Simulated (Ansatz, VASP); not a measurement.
# Tl in VASP and in Ansatz

INCAR

```
PREC = Accurate ; ENCUT = 520
EDIFF = 1E-7 ; ISMEAR = -1
SIGMA = 0.03 ; LREAL = False
LASPH = True ; NELM = 60
ALGO = Normal ; ISIF = 2
LWAVE = False ; LCHARG = True
GGA = PE ; LELF = True
LVHAR = True ; NBANDS = 12
```

KPOINTS

```
Automatic mesh
0
Gamma
  13 13 13
```

The input POSCAR:

```
Tl
1.0
   -1.9428672936      1.9428672936      1.9428672936
    1.9428672936     -1.9428672936      1.9428672936
    1.9428672936      1.9428672936     -1.9428672936
Tl
1
Direct
    0.0000000000      0.0000000000      0.0000000000
```

Input for Ansatz:

```yaml
crystal:
  lattice:
    - [-1.9428672936, 1.9428672936, 1.9428672936]
    - [1.9428672936, -1.9428672936, 1.9428672936]
    - [1.9428672936, 1.9428672936, -1.9428672936]
  atoms:
    - { symbol: Tl, position: [0.0, 0.0, 0.0] }
kpoints:
  mp_grid: { grid: [13, 13, 13] }
scf:
  occupations: { method: fermi_dirac, width: 0.03 }
hamiltonian:
  xc: pbe
  pseudopotentials: { kind: all_electron, lapw: { basis_error: 0.001 } }
output:
  forces: true
  stress: true
  eigenvalues: true
```

Change from the starting cell: volume scaled by 0.98.

Alike in both runs: task single point; functional PBE; k mesh 13 × 13 × 13; occupations fermi-dirac, width 0.03 eV; no spin polarisation.

```csv
,VASP,Ansatz
version,VASP 6.6.1,Ansatz 0.2.0
potentials or method,"VASP PAW PBE potentials, release 64 (Tl_d), cutoff 520 eV","all-electron LAPW, scalar-relativistic"
```

|  | VASP | Ansatz | Ansatz less VASP |
| --- | --- | --- | --- |
| pressure (GPa) | 2.1 | 2.2 | +0.07 |

Ansatz ran all-electron here, and VASP with PAW potentials.

Neither program's run includes spin-orbit coupling.
